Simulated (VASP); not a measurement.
# Pt (Im-3m) in VASP: further runs, part 2 of 2

VASP 6.6.1.

**4. Single point, PBE (volume scaled by 0.88)**

INCAR reads:

```
PREC     = Accurate       # precision mode
ENCUT    = 520            # plane-wave cutoff, eV
EDIFF    = 1E-7           # SCF threshold, eV
ISMEAR   = -1             # smearing method
SIGMA    = 0.08           # smearing width, eV
LREAL    = F              # projectors in reciprocal space
LASPH    = T              # aspherical terms in the spheres
NELM     = 60             # most SCF steps
ALGO     = Normal         # electronic algorithm
ISIF     = 2              # what is computed and relaxed
LWAVE    = F              # write WAVECAR
LCHARG   = F              # write CHGCAR
GGA      = PE             # functional
NBANDS   = 11             # bands
```

KPOINTS reads:

```
Automatic mesh
0
Gamma
  17 17 17
```

POSCAR reads:

```
Pt
1.0
   -1.5160617224      1.5160617224      1.5160617224
    1.5160617224     -1.5160617224      1.5160617224
    1.5160617224      1.5160617224     -1.5160617224
Pt
1
Direct
    0.0000000000      0.0000000000      0.0000000000
```

Potentials or basis: VASP PAW PBE potentials, release 64 (Pt).

Command:

```
> cat potpaw_PBE.64/Pt/POTCAR > POTCAR
> mpirun -np 1 vasp_std > vasp.out
```

OUTCAR:

```text
PREC = Accurate
   ENCUT = 520
   EDIFF = 1E-7
   ISMEAR = -1
   LREAL = F
   LASPH = T
   NELM = 60
   ISIF = 2
   GGA = PE

 ion  position               nearest neighbor table
   1  0.000  0.000  0.000-

  LATTYP: Found a body centered cubic cell.
 ALAT       =     3.0321234448

  Lattice vectors:

 A1 = (  -1.5160617224,   1.5160617224,   1.5160617224)
 A2 = (   1.5160617224,  -1.5160617224,   1.5160617224)
 A3 = (   1.5160617224,   1.5160617224,  -1.5160617224)

Analysis of symmetry for initial positions (statically):
=====================================================================
 Subroutine PRICEL returns:
 Original cell was already a primitive cell.

 Routine SETGRP: Setting up the symmetry group for a
 body centered cubic supercell.

 Subroutine GETGRP returns: Found 48 space group operations
 (whereof 48 operations were pure point group operations)
 out of a pool of 48 trial point group operations.

The static configuration has the point symmetry O_h .

Analysis of symmetry for dynamics (positions and initial velocities):
[... 166 lines left out ...]
      2       8.3715      2.00000
      3       8.3715      2.00000
      4       8.3715      2.00000
      5      11.3502      2.00000
      6      11.3502      2.00000
      7      29.5728      0.00000
      8      29.5728      0.00000
      9      29.5728      0.00000
     10      41.2802      0.00000
     11      41.2802      0.00000
[... 309 lines left out ...]
 k-point    24 :       0.1765    0.1765    0.0000
  band No.  band energies     occupation
      1       4.9864      2.00000
      2       7.5249      2.00000
      3       7.6514      2.00000
      4      10.5978      2.00000
      5      11.7035      1.99993
      6      12.2304      1.95176
      7      26.8749      0.00000
      8      28.6014      0.00000
      9      31.5820      0.00000
     10      32.9769      0.00000
     11      38.2327      0.00000

 [... further k-points ...]

------------------------ aborting loop because EDIFF is reached ----------------------------------------

  FORCE on cell =-STRESS in cart. coord.  units (eV):
  Direction    XX          YY          ZZ          XY          YZ          ZX
  --------------------------------------------------------------------------------------
  -------------------------------------------------------------------------------------
  Total        3.6722765      3.6722765      3.6722765      0.0000000     -0.0000000      0.0000000
  in kB      422.1193985    422.1193985    422.1193985      0.0000000     -0.0000000      0.0000000
  external PRESSURE =     422.1193985 kB  Pullay stress =       0.0000000 kB

 VOLUME and BASIS-vectors are now :
 -----------------------------------------------------------------------------
  energy-cutoff  :      520.00
  volume of cell :       13.94
      direct lattice vectors                 reciprocal lattice vectors
    -1.516061722  1.516061722  1.516061722     0.000000000  0.329801876  0.329801876
     1.516061722 -1.516061722  1.516061722     0.329801876  0.000000000  0.329801876
     1.516061722  1.516061722 -1.516061722     0.329801876  0.329801876  0.000000000

 POSITION                                       TOTAL-FORCE (eV/Angst)
 -----------------------------------------------------------------------------------
      0.00000      0.00000      0.00000         0.000000      0.000000     -0.000000
 -----------------------------------------------------------------------------------
    total drift:                                0.000000     -0.000000      0.000000

  FREE ENERGIE OF THE ION-ELECTRON SYSTEM (eV)
  ---------------------------------------------------
  free  energy   TOTEN  =        -5.7968474479 eV

  energy  without entropy=       -5.7779669882  energy(sigma->0) =       -5.78740722
```

Run time: 10 s. Hardware: 1 thread of Intel Xeon 6975P-C (Granite Rapids), shared host; peak memory 0.14 GiB.

What came out:

| Quantity | Value |
| --- | --- |
| Free energy | -5.7968 eV |
| Pressure | 42.2 GPa |
| Band gap on the k mesh | zero (band 5 reaches 13.77 eV, above the bottom of band 6 at 11.18 eV) |

Levels at points of the mesh, in eV from the Fermi level:
```tsv
k point	band 3	band 4	band 5	band 6	band 7	band 8
(0.00, 0.00, 0.00)	-4.15	-4.15	-1.18	-1.18	17.05	17.05
```

Caveat: spin-orbit coupling is left out, which moves the levels of the heavy elements.

**5. Single point, PBE (volume scaled by 0.88)**

INCAR reads:

```
SYSTEM = Pt
ALGO = Normal
EDIFF = 1E-6
ENCUT = 520
GGA = PE
ISIF = 2
ISMEAR = -1
LASPH = .TRUE.
LCHARG = .FALSE.
LREAL = .FALSE.
LWAVE = .FALSE.
NBANDS = 11
NELM = 60
PREC = Accurate
SIGMA = 0.08
```

KPOINTS reads:

```
k-points
0
G
  17 17 17
  0 0 0
```

POSCAR is that of step 4.

Potentials or basis: VASP PAW PBE potentials, release 64 (Pt).

Command:

```
> cat potpaw_PBE.64/Pt/POTCAR > POTCAR
> mpirun -np 1 vasp_std > vasp.out
```

OUTCAR:

```text
SYSTEM = Pt
   EDIFF = 1E-6
   ENCUT = 520
   GGA = PE
   ISIF = 2
   ISMEAR = -1
   LASPH = .TRUE.
   LREAL = .FALSE.
   NELM = 60
   PREC = Accurate

 ion  position               nearest neighbor table
   1  0.000  0.000  0.000-

  LATTYP: Found a body centered cubic cell.
 ALAT       =     3.0321234448

  Lattice vectors:

 A1 = (  -1.5160617224,   1.5160617224,   1.5160617224)
 A2 = (   1.5160617224,  -1.5160617224,   1.5160617224)
 A3 = (   1.5160617224,   1.5160617224,  -1.5160617224)

Analysis of symmetry for initial positions (statically):
=====================================================================
 Subroutine PRICEL returns:
 Original cell was already a primitive cell.

 Routine SETGRP: Setting up the symmetry group for a
 body centered cubic supercell.

 Subroutine GETGRP returns: Found 48 space group operations
 (whereof 48 operations were pure point group operations)
 out of a pool of 48 trial point group operations.

The static configuration has the point symmetry O_h .

[... 163 lines left out ...]

 k-point     1 :       0.0000    0.0000    0.0000
  band No.  band energies     occupation
      1       1.7270      2.00000
      2       8.3715      2.00000
      3       8.3715      2.00000
      4       8.3715      2.00000
      5      11.3502      2.00000
      6      11.3502      2.00000
      7      29.5728      0.00000
      8      29.5728      0.00000
      9      29.5728      0.00000
     10      41.2801      0.00000
     11      41.2801      0.00000
[... 309 lines left out ...]
 k-point    24 :       0.1765    0.1765    0.0000
  band No.  band energies     occupation
      1       4.9864      2.00000
      2       7.5249      2.00000
      3       7.6514      2.00000
      4      10.5978      2.00000
      5      11.7035      1.99993
      6      12.2304      1.95176
      7      26.8749      0.00000
      8      28.6015      0.00000
      9      31.5821      0.00000
     10      32.9769      0.00000
     11      38.2327      0.00000

 [... further k-points ...]

------------------------ aborting loop because EDIFF is reached ----------------------------------------

  FORCE on cell =-STRESS in cart. coord.  units (eV):
  Direction    XX          YY          ZZ          XY          YZ          ZX
  --------------------------------------------------------------------------------------
  -------------------------------------------------------------------------------------
  Total        3.6724687      3.6724687      3.6724687      0.0000000      0.0000000      0.0000000
  in kB      422.1414921    422.1414921    422.1414921      0.0000000      0.0000000      0.0000000
  external PRESSURE =     422.1414921 kB  Pullay stress =       0.0000000 kB

 VOLUME and BASIS-vectors are now :
 -----------------------------------------------------------------------------
  energy-cutoff  :      520.00
  volume of cell :       13.94
      direct lattice vectors                 reciprocal lattice vectors
    -1.516061722  1.516061722  1.516061722     0.000000000  0.329801876  0.329801876
     1.516061722 -1.516061722  1.516061722     0.329801876  0.000000000  0.329801876
     1.516061722  1.516061722 -1.516061722     0.329801876  0.329801876  0.000000000

 POSITION                                       TOTAL-FORCE (eV/Angst)
 -----------------------------------------------------------------------------------
      0.00000      0.00000      0.00000        -0.000000      0.000000      0.000000
 -----------------------------------------------------------------------------------
    total drift:                                0.000000     -0.000000      0.000000

  FREE ENERGIE OF THE ION-ELECTRON SYSTEM (eV)
  ---------------------------------------------------
  free  energy   TOTEN  =        -5.7968474157 eV

  energy  without entropy=       -5.7779671186  energy(sigma->0) =       -5.78740727
```

OSZICAR:

```text
N       E                     dE             d eps       ncg     rms          rms(c)
DAV:   1     0.403563252874E+02    0.40356E+02   -0.53912E+03  3710   0.854E+02
DAV:   2    -0.554975226190E+01   -0.45906E+02   -0.44114E+02  4170   0.181E+02
DAV:   3    -0.613517304305E+01   -0.58542E+00   -0.58452E+00  4280   0.193E+01
DAV:   4    -0.613730771135E+01   -0.21347E-02   -0.21345E-02  4252   0.137E+00
DAV:   5    -0.613732293026E+01   -0.15219E-04   -0.15217E-04  4339   0.106E-01    0.159E+01
DAV:   6    -0.584817324993E+01    0.28915E+00   -0.52325E-01  3927   0.593E+00    0.856E+00
DAV:   7    -0.580075505656E+01    0.47418E-01   -0.15484E-01  4176   0.316E+00    0.242E+00
DAV:   8    -0.579700051403E+01    0.37545E-02   -0.84726E-03  3992   0.828E-01    0.505E-01
DAV:   9    -0.579684191943E+01    0.15859E-03   -0.13661E-04  4262   0.109E-01    0.179E-02
DAV:  10    -0.579684723368E+01   -0.53142E-05   -0.31123E-06  4601   0.133E-02    0.338E-03
DAV:  11    -0.579684741566E+01   -0.18199E-06   -0.37494E-08  2397   0.180E-03
   1 F= -.57968474E+01 E0= -.57874073E+01  d E =-.188803E-01
```

stdout:

```text
POSCAR found type information on POSCAR Pt
 POSCAR found :  1 types and       1 ions
 scaLAPACK will be used
 LDA part: xc-table for (Slater+PW92), standard interpolation
 POSCAR, INCAR and KPOINTS ok, starting setup
 FFT: planning ... GRIDC
 FFT: planning ... GRID_SOFT
 FFT: planning ... GRID
 WAVECAR not read
 entering main loop
```

Wall time 13 s (1 thread of Intel Xeon 6975P-C (Granite Rapids), shared host); peak memory 0.14 GiB.

What came out:

- Free energy: -5.7968 eV
- Pressure: 42.2 GPa
- Band gap on the k mesh: zero (band 5 reaches 13.77 eV, above the bottom of band 6 at 11.18 eV)

Caveat: spin-orbit coupling is left out, which moves the levels of the heavy elements.
